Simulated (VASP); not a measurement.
# AgBr (Fm-3m) in VASP: a series of runs, part 2 of 2

VASP 6.6.1. The steps go on from the part before.

### 5 Single point, PBE (25.64 Å³/atom)

This run uses another cell than the first one, of 25.64 Å³/atom.

INCAR

```
PREC = Accurate
ENCUT = 500
EDIFF = 1E-6
ISMEAR = 0
SIGMA = 0.01
LREAL = F
LASPH = T
NELM = 120
ALGO = Normal
ISIF = 2
LWAVE = F
LCHARG = F
GGA = PE
NBANDS = 16
GGA_COMPAT = F
```

KPOINTS

```
Automatic mesh
0
Gamma
  6 6 6
```

POSCAR

```
AgBr
1.0
    0.0000000000      2.9489364482      2.9489364482
    2.9489364482      0.0000000000      2.9489364482
    2.9489364482      2.9489364482      0.0000000000
Ag Br
1 1
Direct
    0.0000000000      0.0000000000      0.0000000000
    0.5000000000      0.5000000000      0.5000000000
```

Potentials or basis: VASP PAW PBE potentials, release 64 (Ag, Br).

Command:

```
> cat potpaw_PBE.64/Ag/POTCAR potpaw_PBE.64/Br/POTCAR > POTCAR
> mpirun -np 1 vasp_std > vasp.out
```

OUTCAR:

```text
PREC = Accurate
   ENCUT = 500
   EDIFF = 1E-6
   ISMEAR = 0
   LREAL = F
   LASPH = T
   NELM = 120
   ISIF = 2
   GGA = PE

 ion  position               nearest neighbor table
   1  0.000  0.000  0.000-   2 2.95   2 2.95   2 2.95   2 2.95   2 2.95   2 2.95
   2  0.500  0.500  0.500-   1 2.95   1 2.95   1 2.95   1 2.95   1 2.95   1 2.95

  LATTYP: Found a face centered cubic cell.
 ALAT       =     5.8978728964

  Lattice vectors:
[... 478 lines left out ...]
     15      16.1049      0.00000
     16      17.3811      0.00000

------------------------ aborting loop because EDIFF is reached ----------------------------------------

  FORCE on cell =-STRESS in cart. coord.  units (eV):
  Direction    XX          YY          ZZ          XY          YZ          ZX
  --------------------------------------------------------------------------------------
  -------------------------------------------------------------------------------------
  Total       -0.3391430     -0.3391430     -0.3391430      0.0000000      0.0000000     -0.0000000
  in kB      -10.5941775    -10.5941775    -10.5941775      0.0000000      0.0000000     -0.0000000
  external PRESSURE =     -10.5941775 kB  Pullay stress =       0.0000000 kB

 VOLUME and BASIS-vectors are now :
 -----------------------------------------------------------------------------
  energy-cutoff  :      500.00
  volume of cell :       51.29
      direct lattice vectors                 reciprocal lattice vectors
     0.000000000  2.948936448  2.948936448    -0.169552654  0.169552654  0.169552654
     2.948936448  0.000000000  2.948936448     0.169552654 -0.169552654  0.169552654
     2.948936448  2.948936448  0.000000000     0.169552654  0.169552654 -0.169552654

 POSITION                                       TOTAL-FORCE (eV/Angst)
 -----------------------------------------------------------------------------------
      0.00000      0.00000      0.00000        -0.000000      0.000000      0.000000
      2.94894      2.94894      2.94894         0.000000     -0.000000     -0.000000
 -----------------------------------------------------------------------------------
    total drift:                               -0.000000      0.000000      0.000000

  FREE ENERGIE OF THE ION-ELECTRON SYSTEM (eV)
  ---------------------------------------------------
  free  energy   TOTEN  =        -4.9942516615 eV

  energy  without entropy=       -4.9942516615  energy(sigma->0) =       -4.99425166
```

OSZICAR:

```text
N       E                     dE             d eps       ncg     rms          rms(c)
DAV:   1     0.889661364525E+02    0.88966E+02   -0.80915E+03   544   0.955E+02
DAV:   2    -0.180757678579E+01   -0.90774E+02   -0.84013E+02   640   0.203E+02
DAV:   3    -0.510226064254E+01   -0.32947E+01   -0.32883E+01   624   0.395E+01
DAV:   4    -0.512038352937E+01   -0.18123E-01   -0.18122E-01   632   0.316E+00
DAV:   5    -0.512057015717E+01   -0.18663E-03   -0.18663E-03   632   0.312E-01    0.475E+00
DAV:   6    -0.499864253313E+01    0.12193E+00   -0.18234E-01   632   0.594E+00    0.317E+00
DAV:   7    -0.499405978675E+01    0.45827E-02   -0.64282E-02   544   0.166E+00    0.140E+00
DAV:   8    -0.499414448625E+01   -0.84699E-04   -0.45592E-03   632   0.670E-01    0.262E-01
DAV:   9    -0.499421443255E+01   -0.69946E-04   -0.50723E-04   608   0.259E-01    0.373E-02
DAV:  10    -0.499424533792E+01   -0.30905E-04   -0.53781E-05   648   0.919E-02    0.239E-02
DAV:  11    -0.499425192018E+01   -0.65823E-05   -0.14534E-05   608   0.297E-02    0.626E-03
DAV:  12    -0.499425166155E+01    0.25863E-06   -0.10175E-06   464   0.939E-03
   1 F= -.49942517E+01 E0= -.49942517E+01  d E =-.485825E-13
```

stdout:

```text
POSCAR found type information on POSCAR AgBr
 POSCAR found :  2 types and       2 ions
 scaLAPACK will be used
 LDA part: xc-table for (Slater+PW92), standard interpolation
 POSCAR, INCAR and KPOINTS ok, starting setup
 FFT: planning ... GRIDC
 FFT: planning ... GRID_SOFT
 FFT: planning ... GRID
 WAVECAR not read
 entering main loop
```

Wall time 8.2 s (1 thread of Intel Xeon 6975P-C (Granite Rapids), shared host); peak memory 0.16 GiB.

What came out:

| Quantity | Value |
| --- | --- |
| Free energy | -4.9943 eV |
| Pressure | -1.1 GPa |
| Band gap on the k mesh | 0.70 eV (least direct gap 2.35 eV) |

Levels at points of the mesh, in eV from the valence-band top:
```csv
k point,band 7,band 8,band 9,band 10,band 11,band 12
"(0.00, 0.00, 0.00)",-1.65,-1.65,-1.65,0.70,9.93,9.93
"(0.50, 0.00, 0.00)",-1.93,0.00,0.00,3.95,6.13,6.91
"(0.50, 0.50, 0.00)",-2.15,-2.15,-2.09,1.76,7.20,8.74
```

A k mesh can miss the band edges.

### 6 Single point, PBE (26.39 Å³/atom)

This run uses another cell than the first one, of 26.39 Å³/atom.

INCAR is that of step 5.

KPOINTS

```
regular mesh
0
Gamma
  6 6 6
```

POSCAR

```
AgBr
1.0
    0.0000000000      2.9772933459      2.9772933459
    2.9772933459      0.0000000000      2.9772933459
    2.9772933459      2.9772933459      0.0000000000
Ag Br
1 1
Direct
    0.0000000000      0.0000000000      0.0000000000
    0.5000000000      0.5000000000      0.5000000000
```

Potentials or basis: VASP PAW PBE potentials, release 64 (Ag, Br).

Command:

```
> cat potpaw_PBE.64/Ag/POTCAR potpaw_PBE.64/Br/POTCAR > POTCAR
> mpirun -np 1 vasp_std > vasp.out
```

OUTCAR:

```text
PREC = Accurate
   ENCUT = 500
   EDIFF = 1E-6
   ISMEAR = 0
   LREAL = F
   LASPH = T
   NELM = 120
   ISIF = 2
   GGA = PE

 ion  position               nearest neighbor table
   1  0.000  0.000  0.000-   2 2.98   2 2.98   2 2.98   2 2.98   2 2.98   2 2.98
   2  0.500  0.500  0.500-   1 2.98   1 2.98   1 2.98   1 2.98   1 2.98   1 2.98

  LATTYP: Found a face centered cubic cell.
 ALAT       =     5.9545866918

  Lattice vectors:

 A1 = (   0.0000000000,   2.9772933459,   2.9772933459)
 A2 = (   2.9772933459,   0.0000000000,   2.9772933459)
 A3 = (   2.9772933459,   2.9772933459,   0.0000000000)

Analysis of symmetry for initial positions (statically):
=====================================================================
 Subroutine PRICEL returns:
 Original cell was already a primitive cell.

 Routine SETGRP: Setting up the symmetry group for a
 face centered cubic supercell.

 Subroutine GETGRP returns: Found 48 space group operations
[... 151 lines left out ...]
  ---------------------------------------------------
  free energy    TOTEN  =        -4.98029465 eV

  energy without entropy =       -4.98029465  energy(sigma->0) =       -4.98029465

 E-fermi :   2.4174     XC(G=0):  -9.3080

 val. band max:        2.3489027792   @ k =   0.5000   0.0000   0.0000
 cond. band min:       3.0654194089   @ k =   0.0000   0.0000   0.0000
 fundamental gap:      0.7165166297
 Fermi energy:         2.4174487822

 k-point     1 :       0.0000    0.0000    0.0000
  band No.  band energies     occupation
      1     -12.0695      2.00000
      2      -0.0333      2.00000
      3      -0.0333      2.00000
      4      -0.0328      2.00000
      5      -0.0328      2.00000
      6      -0.0328      2.00000
[... 281 lines left out ...]
      3      -1.0140      2.00000
      4      -0.6820      2.00000
      5       0.2577      2.00000
      6       0.2767      2.00000
[... 8 lines left out ...]
     15      15.7087      0.00000
     16      17.0160      0.00000

------------------------ aborting loop because EDIFF is reached ----------------------------------------

  FORCE on cell =-STRESS in cart. coord.  units (eV):
  Direction    XX          YY          ZZ          XY          YZ          ZX
  --------------------------------------------------------------------------------------
  -------------------------------------------------------------------------------------
  Total       -0.6374058     -0.6374058     -0.6374058      0.0000000     -0.0000000     -0.0000000
  in kB      -19.3478061    -19.3478061    -19.3478061      0.0000000     -0.0000000     -0.0000000
  external PRESSURE =     -19.3478061 kB  Pullay stress =       0.0000000 kB

 VOLUME and BASIS-vectors are now :
 -----------------------------------------------------------------------------
  energy-cutoff  :      500.00
  volume of cell :       52.78
      direct lattice vectors                 reciprocal lattice vectors
     0.000000000  2.977293346  2.977293346    -0.167937768  0.167937768  0.167937768
     2.977293346  0.000000000  2.977293346     0.167937768 -0.167937768  0.167937768
     2.977293346  2.977293346  0.000000000     0.167937768  0.167937768 -0.167937768

 POSITION                                       TOTAL-FORCE (eV/Angst)
 -----------------------------------------------------------------------------------
      0.00000      0.00000      0.00000        -0.000000      0.000000      0.000000
      2.97729      2.97729      2.97729         0.000000      0.000000      0.000000
 -----------------------------------------------------------------------------------
    total drift:                                0.000000     -0.000000     -0.000000

  FREE ENERGIE OF THE ION-ELECTRON SYSTEM (eV)
  ---------------------------------------------------
  free  energy   TOTEN  =        -4.9802946475 eV

  energy  without entropy=       -4.9802946475  energy(sigma->0) =       -4.98029465
```

OSZICAR:

```text
N       E                     dE             d eps       ncg     rms          rms(c)
DAV:   1     0.930695473627E+02    0.93070E+02   -0.80339E+03   520   0.950E+02
DAV:   2    -0.170993413826E+01   -0.94779E+02   -0.87258E+02   616   0.207E+02
DAV:   3    -0.509214789830E+01   -0.33822E+01   -0.33731E+01   648   0.400E+01
DAV:   4    -0.511150202477E+01   -0.19354E-01   -0.19353E-01   640   0.325E+00
DAV:   5    -0.511168695848E+01   -0.18493E-03   -0.18493E-03   632   0.324E-01    0.438E+00
DAV:   6    -0.498493439955E+01    0.12675E+00   -0.18426E-01   616   0.595E+00    0.295E+00
DAV:   7    -0.498008931291E+01    0.48451E-02   -0.65622E-02   568   0.168E+00    0.134E+00
DAV:   8    -0.498016813528E+01   -0.78822E-04   -0.48154E-03   648   0.689E-01    0.266E-01
DAV:   9    -0.498025409704E+01   -0.85962E-04   -0.53529E-04   576   0.274E-01    0.398E-02
DAV:  10    -0.498028899207E+01   -0.34895E-04   -0.65975E-05   664   0.103E-01    0.253E-02
DAV:  11    -0.498029494387E+01   -0.59518E-05   -0.14760E-05   576   0.302E-02    0.632E-03
DAV:  12    -0.498029464752E+01    0.29635E-06   -0.12273E-06   512   0.983E-03
   1 F= -.49802946E+01 E0= -.49802946E+01  d E =-.821256E-24
```

Wall time 7 s (1 thread of Intel Xeon 6975P-C (Granite Rapids), shared host); peak memory 0.17 GiB.

Results:

| Item | Value |
| --- | --- |
| Free energy | -4.9803 eV |
| Pressure | -1.9 GPa |
| Band gap on the k mesh | 0.72 eV (least direct gap 2.27 eV) |

### 7 The runs side by side

| cell | gap on the mesh (eV) | pressure (GPa) |
| --- | --- | --- |
| a = 4.045 Å, angles 60.0°, 2 atoms | 0.67 | 2.8 |
| a = 4.088 Å, angles 60.0°, 2 atoms | 0.68 | 1.3 |
| a = 4.130 Å, angles 60.0°, 2 atoms | 0.69 | 0.0 |
| a = 4.170 Å, angles 60.0°, 2 atoms | 0.70 | -1.1 |
| a = 4.211 Å, angles 60.0°, 2 atoms | 0.72 | -1.9 |

Alike in all rows: task single point; level PBE; potentials or basis VASP PAW PBE potentials, release 64 (Ag, Br); no spin polarisation; k mesh 6 × 6 × 6; cutoff (eV) 500; smearing gaussian 0.01 eV.

Total energies depend on the potentials used, so only differences within one code and one set of settings carry meaning.
